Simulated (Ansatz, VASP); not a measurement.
# GaP in VASP and in Ansatz

File INCAR:

```
ALGO = Normal
EDIFF = 1E-6
ENCUT = 500
GGA = PS
GGA_COMPAT = F
ISIF = 2
ISMEAR = 0
LASPH = T
LCHARG = F
LREAL = F
LWAVE = F
NBANDS = 16
NELM = 120
PREC = Accurate
SIGMA = 0.01
```

The input KPOINTS:

```
k-points
0
Gamma
  8 8 8
```

POSCAR

```
GaP
1.0
    0.0000000000      2.7194371075      2.7194371075
    2.7194371075      0.0000000000      2.7194371075
    2.7194371075      2.7194371075      0.0000000000
Ga P
1 1
Direct
    0.0000000000      0.0000000000      0.0000000000
    0.2500000000      0.2500000000      0.2500000000
```

Input for Ansatz:

```yaml
crystal:
  lattice:
    - [0.0, 2.7194371075, 2.7194371075]
    - [2.7194371075, 0.0, 2.7194371075]
    - [2.7194371075, 2.7194371075, 0.0]
  atoms:
    - { symbol: Ga, position: [0.0, 0.0, 0.0] }
    - { symbol: P, position: [0.25, 0.25, 0.25] }
basis:
  ecutwfc: 420
kpoints:
  mp_grid: { grid: [8, 8, 8] }
  band_path:
    path:
      - [0.0, 0.0, 0.0]
      - [0.0, 0.0, 0.0]
      - [0.0, 0.0, 0.0]
      - [0.0, 0.0, 0.0]
      - [0.0, 0.0, 0.0]
      - [0.0, 0.0, 0.0]
      - [0.0, 0.0, 0.0]
      - [0.0, 0.0, 0.0]
      - [0.0, 0.0, 0.0]
      - [0.0, 0.0, 0.0]
      - [0.0, 0.0, 0.0]
      - [0.0, 0.0, 0.0]
      - [0.0, 0.0, 0.0]
      - [0.0, 0.0, 0.0]
      - [0.0, 0.0, 0.0]
      - [0.0, 0.0, 0.0]
      - [0.0, 0.0, 0.0]
      - [0.0, 0.0, 0.0]
      - [0.0, 0.0, 0.0]
      - [0.0, 0.0, 0.0]
      - [0.0, 0.0, 0.0]
      - [0.0, 0.0, 0.0]
      - [0.0, 0.0, 0.0]
      - [0.0, 0.0, 0.0]
      - [0.0, 0.0, 0.0]
      - [0.0, 0.0, 0.0]
      - [0.3, 0.3, 0.0]
      - [0.3166666667, 0.3166666667, 0.0]
      - [0.3333333333, 0.3333333333, 0.0]
      - [0.35, 0.35, 0.0]
      - [0.3666666667, 0.3666666667, 0.0]
      - [0.3833333333, 0.3833333333, 0.0]
      - [0.4, 0.4, 0.0]
      - [0.4166666667, 0.4166666667, 0.0]
      - [0.4333333333, 0.4333333333, 0.0]
      - [0.45, 0.45, 0.0]
      - [0.4666666667, 0.4666666667, 0.0]
      - [0.4833333333, 0.4833333333, 0.0]
      - [0.5, 0.5, 0.0]
      - [0.5, 0.5, 0.5]
      - [0.5, 0.5, 0.5]
      - [0.5, 0.5, 0.5]
      - [0.5, 0.5, 0.5]
      - [0.5, 0.5, 0.5]
      - [0.5, 0.5, 0.5]
      - [0.5, 0.5, 0.5]
      - [0.5, 0.5, 0.5]
      - [0.5, 0.5, 0.5]
      - [0.5, 0.5, 0.5]
      - [0.5, 0.5, 0.5]
      - [0.5, 0.5, 0.5]
      - [0.5, 0.5, 0.5]
    npoints: 1
hamiltonian:
  xc: pbesol
  pseudopotentials: { kind: paw, azcp: { folder: soft_1 } }
scf:
  occupations: { method: fixed }
  n_extra_bands: 5
output:
  eigenvalues: true
```

Alike in both runs: task single point; functional PBEsol; k mesh 8 × 8 × 8; no spin polarisation.

|  | VASP | Ansatz |
| --- | --- | --- |
| version | VASP 6.6.1 | Ansatz 0.2.0 |
| potentials or method | VASP PAW PBE potentials, release 64 (Ga_d, P), cutoff 500 eV | scalar-relativistic, plane waves, PAW |
| occupations | gaussian, width 0.01 eV | fixed |
| valence electrons in the cell | 18 | 18 |

|  | VASP | Ansatz | Ansatz less VASP |
| --- | --- | --- | --- |
| gap on the k mesh at the Fermi level (eV) | 1.50 | 1.50 | -0.003 |
| least direct gap on the mesh (eV) | 1.80 | 1.80 | -0.007 |

VASP's potentials were made for PBE, not for PBEsol, and Ansatz warns of the same on its side.
